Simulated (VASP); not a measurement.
Write the native input for VASP 6.6.1 that does the following.

```
Task                   : relaxation of the atoms
Functional             : PBE
Potentials or basis    : VASP PAW PBE potentials, release 64 (Si)
Cutoff                 : 520 eV
k mesh                 : 7 × 7 × 1
Occupations            : fermi-dirac, width 0.02 eV
Spin                   : no spin polarisation
Dipole correction      : yes
Further INCAR settings : ALGO = Normal; EDIFF = 1e-07; IBRION = 2; EDIFFG = -0.01; NSW = 32
```

The structure of Si lies in POSCAR:

```
Si
1.0
    3.8685410222      0.0000000000      0.0000000000
    0.0000000000      3.8685410222      0.0000000000
    0.0000000000      0.0000000000     20.1032000000
Si
4
Direct
    0.0000000000      0.2500000000      0.3982242681
    0.5000000000      0.2500000000      0.4649941553
    0.5000000000      0.7500000000      0.5350058445
    0.0000000000      0.7500000000      0.6017757321
```

The input as run:

INCAR

```
PREC = Accurate ; ENCUT = 520
EDIFF = 1E-7 ; ISMEAR = -1
SIGMA = 0.02 ; LREAL = False
LASPH = True ; NELM = 80
ALGO = Normal ; ISIF = 2
LWAVE = False ; LCHARG = False
LDIPOL = True ; IDIPOL = 3
DIPOL = 0.5 0.5 0.500 ; GGA = PE
IBRION = 2 ; NSW = 32
EDIFFG = -0.01 ; LUSENCCL = False
```

KPOINTS

```
Automatic mesh
0
Gamma
  7 7 1
```

Potentials or basis: VASP PAW PBE potentials, release 64 (Si).

The run is started by

```sh
$ cat potpaw_PBE.64/Si/POTCAR > POTCAR
$ mpirun -np 1 vasp_std > vasp.out
```

It gave:

The largest force after relaxing is 0.004 eV/Å and the band gap on the k mesh is zero (bands 8 and 9 overlap by 0.67 eV).

Caveat: the relaxation stopped at its first step, so nothing moved.

Wall time 40 s on 1 × NVIDIA H100 80GB with 1 thread of Intel(R) Xeon(R) Platinum 8481C CPU @ 2.70GHz (Sapphire Rapids), on a shared host, peak memory 1.3 GiB.
